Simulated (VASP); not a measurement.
# C (R-3m) in VASP: notebook, part 2 of 2

VASP 6.6.1.

### 6 Single point, r2SCAN (strain -0.025 along x and y, +0.025 along z)

POSCAR

```
C
1.0
    1.1973256878      0.6912763082      3.4306861104
   -1.1973256878      0.6912763082      3.4306861104
    0.0000000000     -1.3825526163      3.4306861104
C
2
Direct
    0.1640000000      0.1640000000      0.1640000000
    0.8360000000      0.8360000000      0.8360000000
```

INCAR.step1

```
SYSTEM = C
PREC = Accurate
ENCUT = 520
ISMEAR = 0
SIGMA = 0.05
LREAL = .False.
LASPH = .True.
NELM = 80
NBANDS = 11
GGA = PE
ALGO = Normal
EDIFF = 1E-4
LWAVE = .True.
LCHARG = .False.
```

INCAR.step2

```
SYSTEM = C
PREC = Accurate
ENCUT = 520
EDIFF = 1E-7
ISMEAR = 0
SIGMA = 0.05
LREAL = .False.
LASPH = .True.
NELM = 80
ALGO = Normal
ISIF = 2
LWAVE = .False.
LCHARG = .True.
METAGGA = R2SCAN
LMIXTAU = .True.
LELF = .True.
LVHAR = .True.
NBANDS = 11
ISTART = 1
```

KPOINTS

```
Automatic mesh
0
Gamma
  12 12 12
  0 0 0
```

Potentials or basis: VASP PAW PBE potentials, release 64 (C).

Started as:

```sh
$ cat potpaw_PBE.64/C/POTCAR > POTCAR
$ cp INCAR.step1 INCAR
$ mpirun -np 1 vasp_std > vasp.out
$ cp INCAR.step2 INCAR
$ mpirun -np 1 vasp_std > vasp.out
```

OUTCAR:

```text
SYSTEM = C
   PREC = Accurate
   ENCUT = 520
   EDIFF = 1E-7
   ISMEAR = 0
   LREAL = .False.
   LASPH = .True.
   NELM = 80
   ISIF = 2
   METAGGA = R2SCAN
   ISTART = 1

 ion  position               nearest neighbor table
   1  0.164  0.164  0.164-   2 1.38   2 1.38   2 1.38
   2  0.836  0.836  0.836-   1 1.38   1 1.38   1 1.38

  LATTYP: Found a trigonal (rhomboedric) cell.
 ALAT       =     3.6987915493
 COS(alpha) =     0.7904272161

[... 513 lines left out ...]
      3      -4.0436      2.00000
      4       3.2500      2.00000
      5       6.6577      0.00000
      6      16.5698      0.00000
      7      17.2253      0.00000
      8      17.9464      0.00000
      9      21.3255      0.00000
     10      26.5250      0.00000
     11      30.0109      0.00000

 [... further k-points ...]
[... 5 lines left out ...]
  --------------------------------------------------------------------------------------
  -------------------------------------------------------------------------------------
  Total        3.8714431      3.8714431     -0.0337801      0.0000000     -0.0000000      0.0000000
  in kB      364.0719824    364.0719824     -3.1766911      0.0000000     -0.0000000      0.0000000
  external PRESSURE =     241.6557579 kB  Pullay stress =       0.0000000 kB

 VOLUME and BASIS-vectors are now :
 -----------------------------------------------------------------------------
  energy-cutoff  :      520.00
  volume of cell :       17.04
      direct lattice vectors                 reciprocal lattice vectors
     1.197325688  0.691276308  3.430686110     0.417597321  0.241099926  0.097162294
    -1.197325688  0.691276308  3.430686110    -0.417597321  0.241099926  0.097162294
     0.000000000 -1.382552616  3.430686110     0.000000000 -0.482199852  0.097162294

 POSITION                                       TOTAL-FORCE (eV/Angst)
 -----------------------------------------------------------------------------------
      0.00000      0.00000      1.68790         0.000000      0.000000      0.913622
      0.00000      0.00000      8.60416         0.000000     -0.000000     -0.913622
 -----------------------------------------------------------------------------------
    total drift:                                0.000000     -0.000000      0.000000

  FREE ENERGIE OF THE ION-ELECTRON SYSTEM (eV)
  ---------------------------------------------------
  free  energy   TOTEN  =       -19.7489690169 eV

  energy  without entropy=      -19.7489690169  energy(sigma->0) =      -19.74896902
```

Run time: 1.7 min. Hardware: 1 thread of Intel Xeon 6975P-C (Granite Rapids), shared host; peak memory 0.17 GiB.

Results:

```
Free energy   : -19.7490 eV
Pressure      : 24.2 GPa
Largest force : 0.914 eV/Å
```

Forces on the atoms (eV/Å):
```
C    0.000  0.000  0.914
C    0.000  0.000 -0.914
```

Caveat: the cell differs from its parent crystal (strain -0.025 along x and y, +0.025 along z); the stress differs along the axes, from -0 to 36 GPa; the PAW data sets were made with another functional, which shifts forces and pressure a little.

### 7 Single point, r2SCAN (strain -0.025 along x and y, +0.050 along z)

POSCAR

```
C
1.0
    1.1973256878      0.6912763082      3.5143613814
   -1.1973256878      0.6912763082      3.5143613814
    0.0000000000     -1.3825526163      3.5143613814
C
2
Direct
    0.1640000000      0.1640000000      0.1640000000
    0.8360000000      0.8360000000      0.8360000000
```

INCAR.step1

```
SYSTEM = C
PREC     = Accurate       ! precision mode
ENCUT    = 520            ! plane-wave cutoff, eV
ISMEAR   = 0              ! smearing method
SIGMA    = 0.05           ! smearing width, eV
LREAL    = .FALSE.        ! projectors in reciprocal space
LASPH    = .TRUE.         ! aspherical terms in the spheres
NELM     = 80             ! most SCF steps
NBANDS   = 11             ! bands
GGA      = PE             ! functional
ALGO     = Normal         ! electronic algorithm
EDIFF    = 1E-4           ! SCF threshold, eV
LWAVE    = .TRUE.         ! write WAVECAR
LCHARG   = .FALSE.        ! write CHGCAR
```

INCAR.step2

```
SYSTEM = C
PREC     = Accurate       ! precision mode
ENCUT    = 520            ! plane-wave cutoff, eV
EDIFF    = 1E-7           ! SCF threshold, eV
ISMEAR   = 0              ! smearing method
SIGMA    = 0.05           ! smearing width, eV
LREAL    = .FALSE.        ! projectors in reciprocal space
LASPH    = .TRUE.         ! aspherical terms in the spheres
NELM     = 80             ! most SCF steps
ALGO     = Normal         ! electronic algorithm
ISIF     = 2              ! what is computed and relaxed
LWAVE    = .FALSE.        ! write WAVECAR
LCHARG   = .FALSE.        ! write CHGCAR
METAGGA  = R2SCAN         ! meta-GGA
LMIXTAU  = .TRUE.       
NBANDS   = 11             ! bands
ISTART   = 1
```

KPOINTS

```
regular mesh
0
G
  12 12 12
  0 0 0
```

Potentials or basis: VASP PAW PBE potentials, release 64 (C).

Started as:

```sh
$ cat potpaw_PBE.64/C/POTCAR > POTCAR
$ cp INCAR.step1 INCAR
$ mpirun -np 1 vasp_std > vasp.out
$ cp INCAR.step2 INCAR
$ mpirun -np 1 vasp_std > vasp.out
```

OUTCAR:

```text
SYSTEM = C
   PREC = Accurate
   ENCUT = 520
   EDIFF = 1E-7
   ISMEAR = 0
   LREAL = .FALSE.
   LASPH = .TRUE.
   NELM = 80
   ISIF = 2
   METAGGA = R2SCAN
   ISTART = 1

 ion  position               nearest neighbor table
   1  0.164  0.164  0.164-   2 1.38   2 1.38   2 1.38
   2  0.836  0.836  0.836-   1 1.38   1 1.38   1 1.38

  LATTYP: Found a trigonal (rhomboedric) cell.
 ALAT       =     3.7765311671
 COS(alpha) =     0.7989664928

  Lattice vectors:

 A1 = (   1.1973256878,   0.6912763082,   3.5143613814)
 A2 = (  -1.1973256878,   0.6912763082,   3.5143613814)
 A3 = (   0.0000000000,  -1.3825526163,   3.5143613814)

Analysis of symmetry for initial positions (statically):
=====================================================================
 Subroutine PRICEL returns:
 Original cell was already a primitive cell.

 Routine SETGRP: Setting up the symmetry group for a
 trigonal (rhombohedral) supercell.

 Subroutine GETGRP returns: Found 12 space group operations
 (whereof 12 operations were pure point group operations)
 out of a pool of 12 trial point group operations.

[... 163 lines left out ...]

 val. band max:        4.4577848155   @ k =  -0.3333   0.3333   0.0000
 cond. band min:       5.0389425019   @ k =  -0.3333   0.3333   0.0000
 fundamental gap:      0.5811576864
 Fermi energy:         4.8008764486

 k-point     1 :       0.0000    0.0000    0.0000
  band No.  band energies     occupation
      1     -16.8291      2.00000
      2      -3.0985      2.00000
      3       1.6089      2.00000
      4       1.6089      2.00000
      5       8.4055      0.00000
      6      14.0054      0.00000
      7      14.0054      0.00000
      8      18.2320      0.00000
      9      19.9355      0.00000
     10      29.8795      0.00000
     11      30.3103      0.00000
[... 309 lines left out ...]
 k-point    24 :      -0.4167    0.1667   -0.0000
  band No.  band energies     occupation
      1     -10.3982      2.00000
      2      -9.3963      2.00000
      3      -4.2665      2.00000
      4       2.9995      2.00000
      5       6.4326      0.00000
      6      16.3302      0.00000
      7      16.9491      0.00000
      8      17.6128      0.00000
      9      20.8640      0.00000
     10      26.1797      0.00000
     11      29.5036      0.00000

 [... further k-points ...]
[... 5 lines left out ...]
  --------------------------------------------------------------------------------------
  -------------------------------------------------------------------------------------
  Total        3.8793140      3.8793140     -0.1034222      0.0000000     -0.0000000      0.0000000
  in kB      356.1261589    356.1261590     -9.4942926      0.0000000     -0.0000000      0.0000000
  external PRESSURE =     234.2526751 kB  Pullay stress =       0.0000000 kB

 VOLUME and BASIS-vectors are now :
 -----------------------------------------------------------------------------
  energy-cutoff  :      520.00
  volume of cell :       17.45
      direct lattice vectors                 reciprocal lattice vectors
     1.197325688  0.691276308  3.514361381     0.417597321  0.241099926  0.094848906
    -1.197325688  0.691276308  3.514361381    -0.417597321  0.241099926  0.094848906
     0.000000000 -1.382552616  3.514361381     0.000000000 -0.482199852  0.094848906

 POSITION                                       TOTAL-FORCE (eV/Angst)
 -----------------------------------------------------------------------------------
      0.00000      0.00000      1.72907         0.000000      0.000000      0.940284
      0.00000      0.00000      8.81402         0.000000     -0.000000     -0.940284
 -----------------------------------------------------------------------------------
    total drift:                                0.000000     -0.000000      0.000000

  FREE ENERGIE OF THE ION-ELECTRON SYSTEM (eV)
  ---------------------------------------------------
  free  energy   TOTEN  =       -19.7476342237 eV

  energy  without entropy=      -19.7476342237  energy(sigma->0) =      -19.74763422
```

OUTCAR.step1:

```text
SYSTEM = C
   PREC = Accurate
   ENCUT = 520
   ISMEAR = 0
   LREAL = .FALSE.
[... 559 lines left out ...]
      0.00000      0.00000      1.72907         0.000000      0.000000      0.891908
      0.00000      0.00000      8.81402         0.000000     -0.000000     -0.891908
 -----------------------------------------------------------------------------------
    total drift:                                0.000000     -0.000000      0.000000

  FREE ENERGIE OF THE ION-ELECTRON SYSTEM (eV)
  ---------------------------------------------------
  free  energy   TOTEN  =       -18.2810956746 eV

  energy  without entropy=      -18.2810956746  energy(sigma->0) =      -18.28109567
```

OSZICAR.step1:

```text
N       E                     dE             d eps       ncg     rms          rms(c)
DAV:   1     0.794981382306E+01    0.79498E+01   -0.46257E+03  4246   0.669E+02
DAV:   2    -0.191852662203E+02   -0.27135E+02   -0.25489E+02  5524   0.136E+02
DAV:   3    -0.198301956309E+02   -0.64493E+00   -0.64374E+00  5278   0.178E+01
DAV:   4    -0.198326545006E+02   -0.24589E-02   -0.24587E-02  4834   0.133E+00
DAV:   5    -0.198326654051E+02   -0.10905E-04   -0.10904E-04  5335   0.821E-02    0.703E+00
DAV:   6    -0.186521261264E+02    0.11805E+01   -0.96473E-01  4827   0.587E+00    0.410E+00
DAV:   7    -0.182755634251E+02    0.37656E+00   -0.11204E+00  4938   0.636E+00    0.122E+00
DAV:   8    -0.182814336100E+02   -0.58702E-02   -0.32623E-02  4635   0.114E+00    0.167E-01
DAV:   9    -0.182810013637E+02    0.43225E-03   -0.99527E-04  5034   0.203E-01    0.769E-02
DAV:  10    -0.182810956746E+02   -0.94311E-04   -0.26079E-04  4742   0.114E-01
   1 F= -.18281096E+02 E0= -.18281096E+02  d E =-.632331E-14
```

Run time: 1.7 min. Hardware: 1 thread of Intel Xeon 6975P-C (Granite Rapids), shared host; peak memory 0.17 GiB.

Results:

```
Free energy   : -19.7476 eV
Pressure      : 23.4 GPa
Largest force : 0.940 eV/Å
```

Forces on the atoms (eV/Å):
```
C    0.000  0.000  0.940
C    0.000  0.000 -0.940
```

Caveat: the cell differs from its parent crystal (strain -0.025 along x and y, +0.050 along z); the stress differs along the axes, from -1 to 36 GPa; the PAW data sets were made with another functional, which shifts forces and pressure a little.

### 8 The runs side by side

```tsv
cell	pressure (GPa)	largest force (eV/Å)
a = 3.764 Å, angles 36.1°, 2 atoms	52.4	0.90
a = 3.482 Å, angles 41.3°, 2 atoms	1.7	0.83
a = 3.621 Å, angles 38.6°, 2 atoms	25.0	0.89
a = 3.558 Å, angles 40.4°, 2 atoms	1.2	0.87
a = 3.699 Å, angles 37.8°, 2 atoms	24.2	0.91
a = 3.777 Å, angles 37.0°, 2 atoms	23.4	0.94
```

Alike in all rows: task single point; level r2SCAN; potentials or basis VASP PAW PBE potentials, release 64 (C); no spin polarisation; k mesh 12 × 12 × 12; cutoff (eV) 520; smearing gaussian 0.05 eV.

Caveats: the PAW data sets were made with another functional, which shifts forces and pressure a little; the stress differs along the axes, from -1 to 79 GPa (at least some runs); the stress differs along the axes, from 1 to 37 GPa (at least some runs); the stress differs along the axes, from -0 to 36 GPa (at least some runs); the stress differs along the axes, from -1 to 36 GPa (at least some runs).

Absolute energies hang on the potentials; compare differences alone.
